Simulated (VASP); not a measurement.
# Si4C3 (P3m1) in VASP: further runs

Si4C3 is run at these levels: PBE; tasks: single point, relaxation of cell and atoms.

All numbers are computed with VASP 6.6.1; they aren't measurements. Logs are shortened: lines on timing, memory, paths and dates and some standing lists are left out, and cuts for length are marked.

**1. The cell of the first run**

Symmetry: P3m1, No. 156, trigonal system. Conventional cell: a = 3.138 Å, b = 3.138 Å, c = 18.808 Å, α = 90.00°, β = 90.00°, γ = 120.00°. Si (site symmetry 3m) has 4 C at 1.89 to 1.92 Å within 2.5 Å. Within 2.5 Å of Si (site symmetry 3m) lie 4 C at 1.89 to 1.91 Å. Within 2.5 Å of Si (site symmetry 3m) lie 1 C at 1.89 Å and 3 Si at 2.25 Å. Si (site symmetry 3m) has 3 C at 1.91 Å and 1 Si at 2.37 Å within 2.5 Å. Si (site symmetry 3m) has 4 C at 1.91 to 1.92 Å within 2.5 Å. Si (site symmetry 3m) has 4 C at 1.90 to 1.91 Å within 2.5 Å. Si (site symmetry 3m) has 4 C at 1.91 Å within 2.5 Å. Within 3.0 Å of Si (site symmetry 3m) lie 4 Si at 2.25 to 2.37 Å.

**2. Single point, PBE**

File INCAR:

```
ALGO = Normal
EDIFF = 1E-6
ENCUT = 520
GGA = PE
ISIF = 2
ISMEAR = 0
LASPH = T
LCHARG = F
LREAL = F
LWAVE = F
NBANDS = 41
NELM = 100
PREC = Accurate
SIGMA = 0.1
```

File KPOINTS:

```
k-points
0
Gamma
  12 12 2
```

File POSCAR:

```
Si4C3
1.0
    3.1376460479      0.0000000000      0.0000000000
   -1.5688230240      2.7172811856      0.0000000000
    0.0000000000      0.0000000000     18.8078449859
Si C
8 6
Direct
    0.6666666667      0.3333333333      0.2644709854
    0.3333333333      0.6666666667      0.1306829532
    0.0000000000      0.0000000000      0.9972764707
    0.3333333333      0.6666666667      0.8005561923
    0.6666666667      0.3333333333      0.6659609753
    0.0000000000      0.0000000000      0.3981216404
    0.3333333333      0.6666666667      0.5317409026
    0.3333333333      0.6666666667      0.9265166804
    0.3333333333      0.6666666667      0.2311501129
    0.0000000000      0.0000000000      0.0979235019
    0.6666666667      0.3333333333      0.7682135796
    0.3333333333      0.6666666667      0.6332840853
    0.6666666667      0.3333333333      0.3651800736
    0.0000000000      0.0000000000      0.4992218464
```

Potentials or basis: VASP PAW PBE potentials, release 64 (Si, C).

Run with:

```sh
> cat potpaw_PBE.64/Si/POTCAR potpaw_PBE.64/C/POTCAR > POTCAR
> mpirun -np 1 vasp_std > vasp.out
```

OUTCAR:

```text
EDIFF = 1E-6
   ENCUT = 520
   GGA = PE
   ISIF = 2
   ISMEAR = 0
   LASPH = T
   LREAL = F
   NELM = 100
   PREC = Accurate

 ion  position               nearest neighbor table
   1  0.667  0.333  0.264-  13 1.89   9 1.92   9 1.92   9 1.92   6 3.10   6 3.10   6 3.10   2 3.10
                             2 3.10   2 3.10
   2  0.333  0.667  0.131-   9 1.89  10 1.91  10 1.91  10 1.91   3 3.09   3 3.09   3 3.09   1 3.10
                             1 3.10   1 3.10
   3  0.000  0.000  0.997-  10 1.89   8 2.25   8 2.25   8 2.25   2 3.09   2 3.09   2 3.09
   4  0.333  0.667  0.801-  11 1.91  11 1.91  11 1.91   8 2.37   5 3.11   5 3.11   5 3.11
   5  0.667  0.333  0.666-  12 1.91  12 1.91  12 1.91  11 1.92   7 3.11   7 3.11   7 3.11   4 3.11
                             4 3.11   4 3.11
   6  0.000  0.000  0.398-  14 1.90  13 1.91  13 1.91  13 1.91   7 3.10   7 3.10   7 3.10   1 3.10
                             1 3.10   1 3.10
   7  0.333  0.667  0.532-  12 1.91  14 1.91  14 1.91  14 1.91   6 3.10   6 3.10   6 3.10   5 3.11
                             5 3.11   5 3.11
   8  0.333  0.667  0.927-   3 2.25   3 2.25   3 2.25   4 2.37
   9  0.333  0.667  0.231-   2 1.89   1 1.92   1 1.92   1 1.92
  10  0.000  0.000  0.098-   3 1.89   2 1.91   2 1.91   2 1.91
  11  0.667  0.333  0.768-   4 1.91   4 1.91   4 1.91   5 1.92
  12  0.333  0.667  0.633-   7 1.91   5 1.91   5 1.91   5 1.91
  13  0.667  0.333  0.365-   1 1.89   6 1.91   6 1.91   6 1.91
  14  0.000  0.000  0.499-   6 1.90   7 1.91   7 1.91   7 1.91

  LATTYP: Found a hexagonal cell.
 ALAT       =     3.1376460479
 C/A-ratio  =     5.9942532391

  Lattice vectors:

 A1 = (   3.1376460479,   0.0000000000,   0.0000000000)
 A2 = (  -1.5688230240,   2.7172811856,   0.0000000000)
 A3 = (   0.0000000000,   0.0000000000,  18.8078449859)

Analysis of symmetry for initial positions (statically):
=====================================================================
 Subroutine PRICEL returns:
 Original cell was already a primitive cell.

 Routine SETGRP: Setting up the symmetry group for a
 hexagonal supercell.

 Subroutine GETGRP returns: Found  6 space group operations
 (whereof  6 operations were pure point group operations)
 out of a pool of 24 trial point group operations.

The static configuration has the point symmetry C_3v.

Analysis of symmetry for dynamics (positions and initial velocities):
=====================================================================
 Subroutine PRICEL returns:
 Original cell was already a primitive cell.

 Routine SETGRP: Setting up the symmetry group for a
 hexagonal supercell.

 Subroutine GETGRP returns: Found  6 space group operations
 (whereof  6 operations were pure point group operations)
 out of a pool of 24 trial point group operations.

The dynamic configuration has the point symmetry C_3v.

 Subroutine INISYM returns: Found  6 space group operations
 (whereof  6 operations are pure point group operations),
 and found     1 'primitive' translations

----------------------------------------------------------------------------------------

                                     Primitive cell

  volume of cell :     160.3532

  direct lattice vectors                    reciprocal lattice vectors
     3.137646048  0.000000000  0.000000000     0.318710264  0.184007457  0.000000000
    -1.568823024  2.717281186  0.000000000     0.000000000  0.368014913  0.000000000
     0.000000000  0.000000000 18.807844986     0.000000000  0.000000000  0.053169303

  length of vectors
     3.137646048  3.137646048 18.807844986     0.368014913  0.368014913  0.053169303

  position of ions in fractional coordinates (direct lattice)
     0.666666667  0.333333333  0.264470985
     0.333333333  0.666666667  0.130682953
     0.000000000  0.000000000  0.997276471
     0.333333333  0.666666667  0.800556192
     0.666666667  0.333333333  0.665960975
     0.000000000  0.000000000  0.398121640
     0.333333333  0.666666667  0.531740903
     0.333333333  0.666666667  0.926516680
     0.333333333  0.666666667  0.231150113
     0.000000000  0.000000000  0.097923502
[... 33 lines left out ...]
     0.026559189  0.015333955  0.000000000     0.083333333  0.000000000  0.000000000
     0.000000000  0.030667909  0.000000000     0.000000000  0.083333333  0.000000000
     0.000000000  0.000000000  0.026584651     0.000000000  0.000000000  0.500000000

  Length of vectors
     0.030667909  0.030667909  0.026584651

  Shift w.r.t. Gamma in fractional coordinates (k-lattice)
     0.000000000  0.000000000  0.000000000

 Subroutine IBZKPT returns following result:
 ===========================================

 Found     38 irreducible k-points:

 Following reciprocal coordinates:
            Coordinates               Weight
  0.000000  0.000000  0.000000      1.000000
  0.083333  0.000000  0.000000      6.000000
  0.166667  0.000000  0.000000      6.000000
  0.250000  0.000000  0.000000      6.000000
  0.333333  0.000000  0.000000      6.000000
  0.416667  0.000000  0.000000      6.000000
[... 16 lines left out ...]
  0.250000  0.000000  0.500000      6.000000
  0.333333  0.000000  0.500000      6.000000
 [... further k-points ...]
   k-points           NKPTS =     38   k-points in BZ     NKDIM =     38   number of bands    NBANDS=     41
   number of dos      NEDOS =    301   number of ions     NIONS =     14
   total plane-waves  NPLWV =  80640
   dimension x,y,z NGX =    24 NGY =   24 NGZ =  140
   dimension x,y,z NGXF=    48 NGYF=   48 NGZF=  280
   ions per type =               8   6
   NGX,Y,Z   is equivalent  to a cutoff of  12.72, 12.72, 12.37 a.u.
   NGXF,Y,Z  is equivalent  to a cutoff of  25.43, 25.43, 24.75 a.u.
 SYSTEM =  unknown system
   PREC   = accura    normal or accurate (medium, high low for compatibility)
   ISTART =      0    job   : 0-new  1-cont  2-samecut
   ICHARG =      2    charge: 1-file 2-atom 10-const
   ISPIN  =      1    spin polarized calculation?
   LNONCOLLINEAR =      F non collinear calculations
   LSORBIT =      F    spin-orbit coupling
   LASPH  =      T    aspherical Exc in radial PAW
   ENCUT  =  520.0 eV  38.22 Ry    6.18 a.u.   5.83  5.83 34.97*2*pi/ulx,y,z
   NELM   =    100;   NELMIN=  2; NELMDL= -5     # of ELM steps
   EDIFF  = 0.1E-05   stopping-criterion for ELM
   LREAL  =      F    real-space projection
   EDIFFG = 0.1E-04   stopping-criterion for IOM
   NSW    =      0    number of steps for IOM
   IBRION =     -1    ionic relax: 0-MD 1-quasi-New 2-CG
   NFREE  =      0    steps in history (QN), initial steepest desc. (CG)
   ISIF   =      2    stress and relaxation
   ISYM   =      2    0-nonsym 1-usesym 2-fastsym
   POTIM  = 0.5000    time-step for ionic-motion
   TEBEG  =    0.0;   TEEND  =   0.0 temperature during run
   PSTRESS=    0.0 pullay stress
   NELECT =      56.0000    total number of electrons
   NUPDOWN=      -1.0000    fix difference up-down
   EMIN   =  10.00;   EMAX   =-10.00  energy-range for DOS
   EFERMI =   0.00;   METHOD = LEGACY
   ISMEAR =     0;   SIGMA  =   0.10  broadening in eV -4-tet -1-fermi 0-gaus
   EFERMI_NEDOS =   21; number of points for ismear=-14 and -15
   IALGO  =     38    algorithm
   IMIX   =      4    mixing-type and parameters
     AMIX     =   0.40;   BMIX     =  1.00
     AMIX_MAG =   1.60;   BMIX_MAG =  1.00
  volume/ion in A,a.u.               =      11.45        77.29
  Fermi-wavevector in a.u.,A,eV,Ry     =   1.152865  2.178598 18.083461  1.329097
  Thomas-Fermi vector in A             =   2.289513
   LORBIT       =      0    0 simple, 1 ext, 2 COOP (PROOUT), +10 PAW based schemes
   GGA     = PE    functional components
   LHFCALC =     F    Hartree Fock is set to
   AEXX    =    0.0000 exact exchange contribution
   IVDW    =     0    specifies the selected vdW correction
   LEPSILON=     F    determine dielectric tensor
   LRPA    =     F    only Hartree local field effects (RPA)
 non-spin polarized calculation
 Gauss-broadening in eV      SIGMA  =   0.10
  energy-cutoff  :      520.00
  volume of cell :      160.35
 maximum number of plane-waves:      4344
 NGX is ok and might be reduce to    24
   NGX = 11   NGY = 11   NGZ = 69

 number of electron      56.0000002 magnetization

 Free energy of the ion-electron system (eV)
  ---------------------------------------------------
  ext. energy  EPLUGINS =         0.00000000
  ---------------------------------------------------
  free energy    TOTEN  =       -99.02173301 eV

  energy without entropy =      -99.01584930  energy(sigma->0) =      -99.01879115

 E-fermi :   9.5941     XC(G=0): -11.0792

 val. band max:        9.5674959832   @ k =   0.4167   0.0000   0.5000
 cond. band min:       9.6369628316   @ k =   0.4167   0.0000   0.0000
 fundamental gap:      0.0694668484
 Fermi energy:         9.5940591867

 k-point     1 :       0.0000    0.0000    0.0000
  band No.  band energies     occupation
      1      -7.4075      2.00000
      2      -7.1921      2.00000
      3      -6.7367      2.00000
      4      -6.0294      2.00000
      5      -5.3580      2.00000
      6      -4.3869      2.00000
[... 1021 lines left out ...]
     39      14.0730      0.00000
     40      14.3722      0.00000

 [... further k-points ...]

 [bands above 40 left out]

------------------------ aborting loop because EDIFF is reached ----------------------------------------

  FORCE on cell =-STRESS in cart. coord.  units (eV):
  Direction    XX          YY          ZZ          XY          YZ          ZX
  --------------------------------------------------------------------------------------
  -------------------------------------------------------------------------------------
  Total       -0.0545012     -0.0545012     -0.0723348      0.0000000      0.0000000      0.0000000
  in kB       -0.5445517     -0.5445517     -0.7227370      0.0000000      0.0000000      0.0000000
  external PRESSURE =      -0.6039468 kB  Pullay stress =       0.0000000 kB

 VOLUME and BASIS-vectors are now :
 -----------------------------------------------------------------------------
  energy-cutoff  :      520.00
  volume of cell :      160.35
      direct lattice vectors                 reciprocal lattice vectors
     3.137646048  0.000000000  0.000000000     0.318710264  0.184007457  0.000000000
    -1.568823024  2.717281186  0.000000000     0.000000000  0.368014913  0.000000000
     0.000000000  0.000000000 18.807844986     0.000000000  0.000000000  0.053169303

 POSITION                                       TOTAL-FORCE (eV/Angst)
 -----------------------------------------------------------------------------------
      1.56882      0.90576      4.97413         0.000000      0.000000      0.000332
     -0.00000      1.81152      2.45786         0.000000      0.000000      0.001042
      0.00000      0.00000     18.75662        -0.000000      0.000000     -0.013488
     -0.00000      1.81152     15.05674        -0.000000     -0.000000      0.009341
      1.56882      0.90576     12.52529        -0.000000      0.000000      0.002201
      0.00000      0.00000      7.48781         0.000000      0.000000      0.000144
     -0.00000      1.81152     10.00090         0.000000      0.000000      0.001539
     -0.00000      1.81152     17.42578         0.000000      0.000000      0.002567
     -0.00000      1.81152      4.34744        -0.000000     -0.000000      0.002022
      0.00000      0.00000      1.84173         0.000000      0.000000     -0.004966
      1.56882      0.90576     14.44844         0.000000      0.000000      0.001351
     -0.00000      1.81152     11.91071        -0.000000      0.000000     -0.001911
      1.56882      0.90576      6.86825         0.000000     -0.000000      0.000466
      0.00000      0.00000      9.38929        -0.000000      0.000000     -0.000641
 -----------------------------------------------------------------------------------
    total drift:                                0.000000      0.000000     -0.000251

  FREE ENERGIE OF THE ION-ELECTRON SYSTEM (eV)
  ---------------------------------------------------
  free  energy   TOTEN  =       -99.0217330066 eV

  energy  without entropy=      -99.0158492967  energy(sigma->0) =      -99.01879115
```

Wall time 3.2 min (1 thread of AMD EPYC 9R45 (Zen 5), shared host); peak memory 0.34 GiB.

Results:

```yaml
Free_energy: -99.0217 eV
Pressure: -0.1 GPa
Largest_force: 0.013 eV/Å
Band_gap_on_the_k_mesh: zero (band 28 reaches 11.88 eV, above the bottom of band 29 at 9.15 eV)
```

Forces in eV/Å, atoms in the order of the input:
```
Si   0.000  0.000  0.000
Si   0.000  0.000  0.001
Si   0.000  0.000 -0.013
Si   0.000  0.000  0.009
Si   0.000  0.000  0.002
Si   0.000  0.000  0.000
Si   0.000  0.000  0.002
Si   0.000  0.000  0.003
C    0.000  0.000  0.002
C    0.000  0.000 -0.005
C    0.000  0.000  0.001
C    0.000  0.000 -0.002
C    0.000  0.000  0.000
C    0.000  0.000 -0.001
```

**3. Single point, PBE**

File INCAR:

```
SYSTEM = Si4C3
  ALGO = Normal
  EDIFF = 1E-7
  ENCUT = 520
  GGA = PE
  ISIF = 2
  ISMEAR = 0
  LASPH = .TRUE.
  LCHARG = .FALSE.
  LREAL = .FALSE.
  LWAVE = .FALSE.
  NBANDS = 41
  NELM = 100
  PREC = Accurate
  SIGMA = 0.1
```

File KPOINTS:

```
k-points
0
G
  12 12 2
  0 0 0
```

File POSCAR:

```
Si4C3
1.0
    3.1375848353      0.0000000000      0.0000000000
   -1.5687924177      2.7172281739      0.0000000000
    0.0000000000      0.0000000000     18.8083863243
Si C
8 6
Direct
    0.6666666667      0.3333333333      0.2644778138
    0.3333333333      0.6666666667      0.1306898233
    0.0000000000      0.0000000000      0.9972747332
    0.3333333333      0.6666666667      0.8005526993
    0.6666666667      0.3333333333      0.6659593110
    0.0000000000      0.0000000000      0.3981243428
    0.3333333333      0.6666666667      0.5317407970
    0.3333333333      0.6666666667      0.9265100913
    0.3333333333      0.6666666667      0.2311545244
    0.0000000000      0.0000000000      0.0979204831
    0.6666666667      0.3333333333      0.7682091959
    0.3333333333      0.6666666667      0.6332812559
    0.6666666667      0.3333333333      0.3651835752
    0.0000000000      0.0000000000      0.4992213537
```

Potentials or basis: VASP PAW PBE potentials, release 64 (Si, C).

Run with:

```sh
> cat potpaw_PBE.64/Si/POTCAR potpaw_PBE.64/C/POTCAR > POTCAR
> mpirun -np 1 vasp_std > vasp.out
```

Run time: 3.7 min. Hardware: 1 thread of AMD EPYC 9R45 (Zen 5), shared host; peak memory 0.34 GiB.

The run converged. Its results:

| Item | Value |
| --- | --- |
| Free energy | -99.0217 eV |
| Pressure | -0.1 GPa |
| Largest force | 0.013 eV/Å |
| Band gap on the k mesh | zero (band 28 reaches 11.89 eV, above the bottom of band 29 at 9.15 eV) |

Forces on the atoms (eV/Å):
```
Si   0.000  0.000 -0.001
Si   0.000  0.000 -0.001
Si   0.000  0.000 -0.013
Si   0.000  0.000  0.009
Si   0.000  0.000  0.002
Si   0.000  0.000  0.000
Si   0.000  0.000  0.002
Si   0.000  0.000  0.003
C    0.000  0.000  0.002
C    0.000  0.000 -0.003
C    0.000  0.000  0.001
C    0.000  0.000 -0.002
C    0.000  0.000  0.000
C    0.000  0.000 -0.001
```

Levels at points of the mesh, in eV from the Fermi level:
| k point | band 24 | band 25 | band 26 | band 27 | band 28 | band 29 | band 30 | band 31 | band 32 | band 33 |
| --- | --- | --- | --- | --- | --- | --- | --- | --- | --- | --- |
| (0.00, 0.00, 0.00) | -2.12 | -2.08 | -2.08 | 0.84 | 2.29 | 2.29 | 2.68 | 2.99 | 3.26 | 3.66 |
| (0.50, 0.00, 0.00) | -3.92 | -3.67 | -3.46 | -3.17 | -0.59 | -0.45 | -0.21 | 0.53 | 0.92 | 1.83 |
| (0.00, 0.00, 0.50) | -2.34 | -2.08 | -2.08 | 0.90 | 2.29 | 2.29 | 2.68 | 2.99 | 3.27 | 3.62 |
| (0.50, 0.00, 0.50) | -4.02 | -3.66 | -3.32 | -3.18 | -0.59 | -0.36 | -0.15 | 0.19 | 1.28 | 1.57 |

**4. Relaxation of cell and atoms, PBE**

File INCAR:

```
ALGO = Normal
EDIFF = 1E-6
EDIFFG = -0.001
ENCUT = 600
GGA = PE
IBRION = 2
ISIF = 3
ISMEAR = 0
LASPH = True
LCHARG = False
LREAL = False
LWAVE = False
NELM = 80
NSW = 80
PREC = Accurate
SIGMA = 0.1
```

File KPOINTS:

```
k-points
0
Gamma
  12 12 2
```

File POSCAR:

```
Si4C3
1.0
    3.1376460479      0.0000000000      0.0000000000
   -1.5688230240      2.7172811856      0.0000000000
    0.0000000000      0.0000000000     18.8078449859
Si C
8 6
Direct
    0.6666666667      0.3333333333      0.2644709854
    0.3333333333      0.6666666667      0.1306829532
    0.0000000000      0.0000000000      0.9972764707
    0.3333333333      0.6666666667      0.8005561923
    0.6666666667      0.3333333333      0.6659609753
    0.0000000000      0.0000000000      0.3981216404
    0.3333333333      0.6666666667      0.5317409026
    0.3333333333      0.6666666667      0.9265166804
    0.3333333333      0.6666666667      0.2311501129
    0.0000000000      0.0000000000      0.0979235019
    0.6666666667      0.3333333333      0.7682135796
    0.3333333333      0.6666666667      0.6332840853
    0.6666666667      0.3333333333      0.3651800736
    0.0000000000      0.0000000000      0.4992218464
```

Run with:

```sh
> cat potpaw_PBE.64/Si/POTCAR potpaw_PBE.64/C/POTCAR > POTCAR
> mpirun -np 1 vasp_std > vasp.out
```

Wall time 20 min (1 thread of Intel Xeon 6975P-C, shared host); peak memory 0.46 GiB.

Results (log left out):

* Free energy: -99.0296 eV
* Relaxed volume: 11.44 Å³/atom
* Relaxed cell: a = 3.137 Å, b = 3.137 Å, c = 18.801 Å, α = 90.00°, β = 90.00°, γ = 120.00°
* Space group after relaxing (to 0.05 Å): P3m1 (No. 156)
* Energy gained by relaxing: 0.0 meV/atom
* Ionic steps: 16
* Pressure after relaxing: 0.0 GPa
* Band gap on the k mesh: zero (band 28 reaches 11.89 eV, above the bottom of band 29 at 9.16 eV)

Final structure:
```
CELL_PARAMETERS angstrom
3.13678 0.00000 0.00000
-1.56839 2.71654 0.00000
0.00000 0.00000 18.80138
ATOMIC_POSITIONS crystal
Si 0.66667 0.33333 0.26446
Si 0.33333 0.66667 0.13065
Si 0.00000 0.00000 0.99722
Si 0.33333 0.66667 0.80060
Si 0.66667 0.33333 0.66600
Si 0.00000 0.00000 0.39813
Si 0.33333 0.66667 0.53176
Si 0.33333 0.66667 0.92649
C 0.33333 0.66667 0.23114
C 0.00000 0.00000 0.09787
C 0.66667 0.33333 0.76825
C 0.33333 0.66667 0.63331
C 0.66667 0.33333 0.36518
C 0.00000 0.00000 0.49924
```

Levels at points of the mesh, in eV from the Fermi level:
| k point | band 26 | band 27 | band 28 | band 29 | band 30 | band 31 |
| --- | --- | --- | --- | --- | --- | --- |
| (0.00, 0.00, 0.00) | -2.08 | 0.84 | 2.29 | 2.29 | 2.69 | 3.00 |
| (0.50, 0.00, 0.00) | -3.46 | -3.17 | -0.60 | -0.44 | -0.21 | 0.53 |
| (0.00, 0.00, 0.50) | -2.08 | 0.90 | 2.29 | 2.29 | 2.69 | 3.00 |
| (0.50, 0.00, 0.50) | -3.32 | -3.18 | -0.60 | -0.36 | -0.15 | 0.19 |

(Part 1 of 2 ends here.)
